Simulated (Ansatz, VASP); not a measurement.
## SnO2: VASP beside Ansatz

Contents of INCAR:

```
SYSTEM = SnO2
PREC     = Accurate       ! precision mode
ENCUT    = 520            ! plane-wave cutoff, eV
EDIFF    = 1E-7           ! SCF threshold, eV
ISMEAR   = 0              ! smearing method
SIGMA    = 0.05           ! smearing width, eV
LREAL    = .False.        ! projectors in reciprocal space
LASPH    = .True.         ! aspherical terms in the spheres
NELM     = 100            ! most SCF steps
ALGO     = Normal         ! electronic algorithm
ISIF     = 2              ! what is computed and relaxed
LWAVE    = .False.        ! write WAVECAR
LCHARG   = .False.        ! write CHGCAR
NBANDS   = 35             ! bands
```

KPOINTS

```
regular mesh
0
Gamma
  6 6 8
  0 0 0
```

Contents of POSCAR:

```
SnO2
1.0
    4.5684689812      0.0000000000      0.0000000000
    0.0000000000      4.5689536805      0.0000000000
    0.0000000000      0.0000000000      3.0863613216
Sn O
2 4
Direct
    0.5000000000      0.5000000000      0.5000000000
    0.0000000000      0.0000000000      0.0000000000
    0.3059920358      0.2715746941      0.0000000000
    0.8059920358      0.2284253059      0.5000000000
    0.1940079642      0.7715746941      0.5000000000
    0.6940079642      0.7284253059      0.0000000000
```

Input for Ansatz:

```yaml
crystal:
  lattice:
    - [4.5684689812, 0.0, 0.0]
    - [0.0, 4.5689536805, 0.0]
    - [0.0, 0.0, 3.0863613216]
  atoms:
    - { symbol: Sn, position: [0.5, 0.5, 0.5] }
    - { symbol: Sn, position: [0.0, 0.0, 0.0] }
    - { symbol: O, position: [0.3059920358, 0.2715746941, 0.0] }
    - { symbol: O, position: [0.8059920358, 0.2284253059, 0.5] }
    - { symbol: O, position: [0.1940079642, 0.7715746941, 0.5] }
    - { symbol: O, position: [0.6940079642, 0.7284253059, 0.0] }
basis:
  ecutwfc: 520.0
kpoints:
  mp_grid: { grid: [6, 6, 8] }
hamiltonian:
  xc: lda
  pseudopotentials: { kind: paw, azcp: { folder: soft_1 } }
scf:
  occupations: { method: gaussian, width: 0.05 }
output:
  forces: true
  stress: true
  eigenvalues: true
```

Alike in both runs: task single point; functional LDA; k mesh 6 × 6 × 8; occupations gaussian, width 0.05 eV; no spin polarisation.

|  | VASP | Ansatz |
| --- | --- | --- |
| version | VASP 6.6.1 | Ansatz 0.2.0 |
| potentials or method | VASP PAW LDA potentials, release 64 (Sn_d, O), cutoff 520 eV | scalar-relativistic, plane waves, PAW |
| valence electrons in the cell | 52 | 52 |

|  | VASP | Ansatz | Ansatz less VASP |
| --- | --- | --- | --- |
| gap on the k mesh at the Fermi level (eV) | 2.20 | 2.17 | -0.029 |
| least direct gap on the mesh (eV) | 2.20 | 2.17 | -0.029 |
| rms of the force components (eV/Å) | 1.501 | 1.475 | -0.0265 |

Ansatz warns that its potentials were made for another functional, while VASP's fit it. LDA's correlation is that of Perdew and Zunger in VASP and of Perdew and Wang (1992) in Ansatz. Atom by atom the forces differ by 0.027 eV/Å (rms over components).
